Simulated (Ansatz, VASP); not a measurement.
SrTiO3: VASP beside Ansatz

The input INCAR:

```
SYSTEM = SrTiO3
ALGO = Normal
EDIFF = 1E-7
ENCUT = 520
GGA = PS
ISIF = 2
ISMEAR = 0
LASPH = .TRUE.
LCHARG = .FALSE.
LREAL = .FALSE.
LWAVE = .FALSE.
NBANDS = 28
NELM = 100
PREC = Accurate
SIGMA = 0.05
```

KPOINTS

```
k-points
0
G
  8 8 8
  0 0 0
```

Contents of POSCAR:

```
SrTiO3
1.0
    3.8913815400      0.0000000000      0.0000000000
    0.0000000000      3.8913815400      0.0000000000
    0.0000000000      0.0000000000      3.8913815400
Sr Ti O
1 1 3
Direct
   -0.0231711418      0.0000000000      0.0000000000
    0.5473285405      0.5000000000      0.5000000000
   -0.0067978061      0.5000000000      0.5000000000
    0.4960478247      0.0000000000      0.5000000000
    0.4960478247      0.5000000000      0.0000000000
```

Input for Ansatz:

```yaml
crystal:
  lattice:
    - [3.89138154, 0.0, 0.0]
    - [0.0, 3.89138154, 0.0]
    - [0.0, 0.0, 3.89138154]
  atoms:
    - { symbol: Sr, position: [-0.0231711418, 0.0, 0.0] }
    - { symbol: Ti, position: [0.5473285405, 0.5, 0.5] }
    - { symbol: O, position: [-0.0067978061, 0.5, 0.5] }
    - { symbol: O, position: [0.4960478247, 0.0, 0.5] }
    - { symbol: O, position: [0.4960478247, 0.5, 0.0] }
basis:
  ecutwfc: 520.0
kpoints:
  mp_grid: { grid: [8, 8, 8] }
hamiltonian:
  xc: pbesol
  pseudopotentials: { kind: paw, azcp: { folder: soft_1 } }
scf:
  occupations: { method: gaussian, width: 0.05 }
output:
  forces: true
  stress: true
  eigenvalues: true
```

Change from the starting cell: mode 1 frozen in at -0.062 Å and mode 7 at +0.149 Å (largest displacements).

Alike in both runs: task single point; functional PBEsol; k mesh 8 × 8 × 8; occupations gaussian, width 0.05 eV; no spin polarisation.

|  | VASP | Ansatz |
| --- | --- | --- |
| version | VASP 6.6.1 | Ansatz 0.2.0 |
| potentials or method | VASP PAW PBE potentials, release 64 (Sr_sv, Ti_sv, O), cutoff 520 eV | scalar-relativistic, plane waves, PAW |
| valence electrons in the cell | 40 | 40 |

Ansatz gave:

```
gap on the k mesh at the Fermi level (eV)                     : 1.90
least direct gap on the mesh (eV)                             : 2.53
pressure (GPa)                                                : 3.7
traceless stress, the component that is largest in VASP (GPa) : 5.18
rms of the force components (eV/Å)                            : 0.754
```

**Question.** Which values does VASP return?

**Answer.** gap on the k mesh at the Fermi level (eV): 1.86; least direct gap on the mesh (eV): 2.51; pressure (GPa): 4.4; traceless stress, the component that is largest in VASP (GPa): 5.36; rms of the force components (eV/Å): 0.794.

VASP's potentials were made for PBE, not for PBEsol, and Ansatz warns of the same on its side. Atom by atom the forces differ by 0.042 eV/Å (rms over components). With one functional, cell and mesh, what is left measures potentials, basis and numerics.
